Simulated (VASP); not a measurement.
La: single point with PBE

The system is La.

```
La
1.0
     3.28359    0.00000    0.00000
    -1.64179    2.84367    0.00000
     0.00000    0.00000    3.16554
La
1
Cartesian
  0.0000 0.0000 0.0000
```

| Property | Result |
| --- | --- |
| Program | VASP 6.6.1 |
| Task | single point |
| Functional | PBE |
| Potentials or basis | VASP PAW PBE potentials, release 64 (La) |
| Cutoff | 520 eV |
| k mesh | 12 × 12 × 11 |
| Occupations | fermi-dirac, width 0.08 eV |
| Spin | no spin polarisation |

* Pressure: 7.6 GPa

Levels at points of the mesh, in eV from the Fermi level:
```
           k point  band 4  band 5  band 6  band 7  band 8  band 9
(0.00, 0.00, 0.00)  -14.92   -2.56   -1.37    1.44    1.86    1.86
(0.50, 0.00, 0.00)  -14.75   -2.16    0.23    1.54    2.27    2.54
```

It took 22 s on 1 thread of Intel(R) Xeon(R) Platinum 8375C CPU @ 2.90GHz (Ice Lake), on a shared host, peak memory 0.18 GiB.

Caveat: spin-orbit coupling is left out, which moves the levels of the heavy elements.
